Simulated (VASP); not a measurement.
Here is a VASP 6.6.1 calculation.

Contents of INCAR:

```
SYSTEM = Si
  PREC = Accurate
  ENCUT = 520
  EDIFF = 1E-7
  ISMEAR = 0
  SIGMA = 0.1
  LREAL = .False.
  LASPH = .True.
  NELM = 80
  ALGO = Normal
  ISIF = 2
  LWAVE = .False.
  LCHARG = .False.
  LDIPOL = .True.
  IDIPOL = 3
  DIPOL = 0.5 0.5 0.374
  GGA = PE
  IVDW = 12
  NBANDS = 16
```

KPOINTS

```
Automatic mesh
0
Gamma
  9 9 1
  0 0 0
```

File POSCAR:

```
Si
1.0
    3.8475254730      0.0000000000      0.0000000000
   -1.9237627365      3.3320548013      0.0000000000
    0.0000000000      0.0000000000     18.4415958255
Si
4
Direct
    0.3333333333      0.6666666667      0.2695427207
    0.6666666667      0.3333333333      0.2440135899
    0.5000000000      1.3333333333      0.5038390340
    0.8333333333      1.0000000000      0.4783099031
```

Potentials or basis: VASP PAW PBE potentials, release 64 (Si).

The run is started by

```console
$ cat potpaw_PBE.64/Si/POTCAR > POTCAR
$ mpirun -np 1 vasp_std > vasp.out
```

**Question.** What does it give for the dispersion energy per atom?

**Answer.** -0.247 eV.

**Question.** Estimate the band gap on the k mesh.

**Answer.** 0.32 eV.

**Question.** Estimate the largest force.

**Answer.** 0.150 eV/Å.

Forces in eV/Å, atoms in the order of the input:
```
Si   0.021  0.011  0.148
Si  -0.009  0.001  0.044
Si   0.009 -0.001 -0.044
Si  -0.021 -0.011 -0.148
```

Caveat: the cell differs from its parent crystal (layers slid over each other).
